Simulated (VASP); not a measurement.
Write the native input for VASP 6.6.1 that does the following.

| Quantity | Value |
| --- | --- |
| Task | single point |
| Functional | PBE |
| Potentials or basis | VASP PAW PBE potentials, release 64 (Co_sv) |
| Cutoff | 690 eV |
| k mesh | 10 × 10 × 6 |
| Occupations | methfessel-paxton, width 0.05 eV |
| Spin | collinear spin, ferromagnetic start |
| Starting moments | [2.0, 2.0] μB |
| Dipole correction | no |
| Further INCAR settings | ALGO = Normal; EDIFF = 1e-06; NBANDS = 28 |

The structure of Co lies in POSCAR:

```
Co
1.0
    2.4719999032      0.0000000000      0.0000000000
   -1.2359999516      2.1408147143      0.0000000000
    0.0000000000      0.0000000000      4.0211440800
Co
2
Direct
    0.6666666667      0.3333333333      0.7500000000
    0.3333333333      0.6666666667      0.2500000000
```

These files were run (other wordings do the same):

INCAR

```
PREC     = Accurate       # precision mode
ENCUT    = 690            # plane-wave cutoff, eV
EDIFF    = 1E-6           # SCF threshold, eV
ISMEAR   = 1              # smearing method
SIGMA    = 0.05           # smearing width, eV
LREAL    = False          # projectors in reciprocal space
LASPH    = True           # aspherical terms in the spheres
NELM     = 200            # most SCF steps
ALGO     = Normal         # electronic algorithm
ISIF     = 2              # what is computed and relaxed
LWAVE    = False          # write WAVECAR
LCHARG   = False          # write CHGCAR
ISPIN    = 2              # spin polarisation
MAGMOM   = 2 2            # initial moments
LORBIT   = 11             # projections on sites
LMAXMIX  = 4              # l up to which the mixer works
GGA      = PE             # functional
NBANDS   = 28             # bands
GGA_COMPAT= False
```

KPOINTS

```
Automatic mesh
0
Gamma
  10 10 6
```

Potentials or basis: VASP PAW PBE potentials, release 64 (Co_sv).

Launch:

```bash
$ cat potpaw_PBE.64/Co_sv/POTCAR > POTCAR
$ mpirun -np 1 vasp_std > vasp.out
```

Results of the run:

```json
{
 "Pressure": "3.9 GPa",
 "Net moment": "3.31 μB per cell",
 "Site moments": "Co +1.72 μB",
 "Valence electrons inside the program's atomic spheres": "Co 15.07"
}
```

Caveat: the cell stands under pressure.

Run time: 68 s on 1 thread of AMD EPYC 9R45 96-Core Processor (Zen 5), with other jobs on the host, peak memory 0.17 GiB.
